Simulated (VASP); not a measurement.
Input of a VASP 6.6.1 run:

File INCAR:

```
SYSTEM = W
PREC = Accurate
ENCUT = 500
EDIFF = 1E-6
ISMEAR = -1
SIGMA = 0.1
LREAL = .False.
LASPH = .True.
NELM = 120
ALGO = Normal
ISIF = 2
LWAVE = .False.
LCHARG = .False.
GGA = PS
NBANDS = 13
GGA_COMPAT = .False.
```

File KPOINTS:

```
Automatic mesh
0
Gamma
  18 18 18
  0 0 0
```

POSCAR

```
W
1.0
   -1.4818910456      1.4818910456      1.4818910456
    1.4818910456     -1.4818910456      1.4818910456
    1.4818910456      1.4818910456     -1.4818910456
W
1
Direct
    0.0000000000      0.0000000000      0.0000000000
```

Potentials or basis: VASP PAW PBE potentials, release 64 (W_sv).

The run is started by

```console
$ cat potpaw_PBE.64/W_sv/POTCAR > POTCAR
$ mpirun -np 1 vasp_std > vasp.out
```

(1) What does it give for the band gap on the k mesh?

(2) Estimate the pressure.

Answers

(1) zero (band 7 reaches 21.11 eV, above the bottom of band 8 at 12.71 eV).

(2) 90.4 GPa.

Caveat: the PAW data sets were made with another functional, which shifts forces and pressure a little; spin-orbit coupling is left out, which moves the levels of the heavy elements.
